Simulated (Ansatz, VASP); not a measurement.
SiMo3: VASP beside Ansatz

```
Si Mo
1.0
     4.90019   -0.02602   -0.01295
    -0.02602    4.90132   -0.04976
    -0.01295   -0.04976    4.86022
Si Mo
2 6
Direct
  0.55286 0.50546 0.52367
  0.98417 0.01844 0.99049
  0.99112 0.49472 0.76348
  0.98132 0.51016 0.23416
  0.47947 0.26527 0.99657
  0.47644 0.75076 0.02583
  0.26831 0.99008 0.48537
  0.76630 0.96510 0.48043
```

Change from the starting cell: cell x1, atoms moved at random (sigma 0.1 Å) and cell strained at random (1.5 %), then relaxed without symmetry.

Alike in both runs: task relaxation of cell and atoms; functional PBE; k mesh 4 × 4 × 4; occupations gaussian, width 0.2 eV; no spin polarisation.

|  | VASP | Ansatz |
| --- | --- | --- |
| version | VASP 6.6.1 | Ansatz 0.2.0 |
| potentials or method | VASP PAW PBE potentials, release 64 (Si, Mo_sv), cutoff 500 eV | scalar-relativistic, plane waves, PAW |
| valence electrons in the cell | 92 | 92 |

Ansatz gave:

| Quantity | Value |
| --- | --- |
| gap on the k mesh at the Fermi level, each at its own relaxed structure (eV) | none |
| relaxed volume (Å³/atom) | 14.81 |
| relaxed length of the cell vector where the two differ most in proportion (Å) | 4.911 |

Task: What did VASP give for the same quantities?

Result: gap on the k mesh at the Fermi level, each at its own relaxed structure (eV): none; relaxed volume (Å³/atom): 14.85; relaxed length of the cell vector where the two differ most in proportion (Å): 4.917.

A gap of «none» marks a metal or a gap that the smearing closes.
